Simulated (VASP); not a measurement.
Write the native input for VASP 6.6.1 that does the following.

```yaml
Task: single point
Functional: PBEsol
Dispersion: D3(BJ)
Potentials_or_basis: VASP PAW PBE potentials, release 64 (W_sv, S)
Cutoff: 520 eV
k_mesh: 12 × 12 × 2
Occupations: gaussian, width 0.05 eV
Spin: no spin polarisation
Dipole_correction: no
Further_INCAR_settings: ALGO = Normal; EDIFF = 1e-07; NBANDS = 20
```

The structure of WS2 lies in POSCAR:

```
WS2
1.0
    3.1237017326      0.0000000000      0.0000000000
   -1.5618508663      2.7052050543      0.0000000000
    0.0000000000      0.0000000000     16.9362771992
W S
1 2
Direct
    0.3333333333      0.6666666667      0.0020181880
    0.6423365588      0.3333333333      0.9013584013
    0.6909967745      0.3333333333      0.0870688075
```

This cell differs from its parent crystal: mode 4 frozen in at -0.076 Å and mode 9 at -0.098 Å (largest displacements).

One way to write it, as run:

INCAR

```
PREC = Accurate
ENCUT = 520
EDIFF = 1E-7
ISMEAR = 0
SIGMA = 0.05
LREAL = F
LASPH = T
NELM = 60
ALGO = Normal
ISIF = 2
LWAVE = F
LCHARG = T
GGA = PS
IVDW = 12
LELF = T
LVHAR = T
NBANDS = 20
```

KPOINTS

```
regular mesh
0
Gamma
  12 12 2
```

Potentials or basis: VASP PAW PBE potentials, release 64 (W_sv, S).

Launch:

```console
$ cat potpaw_PBE.64/W_sv/POTCAR potpaw_PBE.64/S/POTCAR > POTCAR
$ mpirun -np 1 vasp_std > vasp.out
```

It gave:

The largest force is 4.553 eV/Å. The band gap on the k mesh is 1.73 eV, indirect (least direct gap 2.03 eV) and the dispersion energy per atom is -0.253 eV.

Caveat: the cell differs from its parent crystal (mode 4 frozen in at -0.076 Å and mode 9 at -0.098 Å (largest displacements)); the PAW data sets were made with another functional, which shifts forces and pressure a little; spin-orbit coupling is left out, which moves the levels of the heavy elements.

It took 8.4 min on 1 thread of Intel(R) Xeon(R) Platinum 8259CL CPU @ 2.50GHz (Skylake/Cascade Lake) (shared host), peak memory 0.54 GiB.
